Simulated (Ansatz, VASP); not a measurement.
One calculation of Si7Ge, two programs

```
CELL_PARAMETERS angstrom
5.46540 0.00000 0.00000
0.00000 5.46540 0.00000
0.00000 0.00000 5.46540
ATOMIC_POSITIONS crystal
Si 0.25262 0.25262 0.25262
Si 0.00000 0.50000 0.50000
Si 0.50000 0.50000 0.00000
Si 0.50000 0.00000 0.50000
Si 0.74738 0.25262 0.74738
Si 0.74738 0.74738 0.25262
Si 0.25262 0.74738 0.74738
Ge 0.96831 0.96831 0.96831
```

Alike in both runs: task single point; functional r2SCAN; k mesh 6 × 6 × 6; occupations gaussian, width 0.05 eV; no spin polarisation.

|  | VASP | Ansatz |
| --- | --- | --- |
| version | VASP 6.6.1 | Ansatz 0.2.0 |
| potentials or method | VASP PAW PBE potentials, release 64 (Si, Ge_d), cutoff 520 eV | scalar-relativistic, plane waves, PAW |
| valence electrons in the cell | 42 | 42 |

Ansatz gave:

| Quantity | Value |
| --- | --- |
| gap on the k mesh at the Fermi level (eV) | 0.35 |
| least direct gap on the mesh (eV) | 0.35 |
| pressure (GPa) | 0.7 |
| traceless stress, the component that is largest in VASP (GPa) | -1.14 |
| rms of the force components (eV/Å) | 0.662 |

Q: What did VASP give for the same quantities?

A: gap on the k mesh at the Fermi level (eV): 0.35; least direct gap on the mesh (eV): 0.35; pressure (GPa): 0.5; traceless stress, the component that is largest in VASP (GPa): -1.14; rms of the force components (eV/Å): 0.665.

VASP's potentials were made for PBE, not for r2SCAN. Atom by atom the forces differ by 0.007 eV/Å (rms over components). The functional is the same, so the differences come from potentials, cutoffs and numerics.
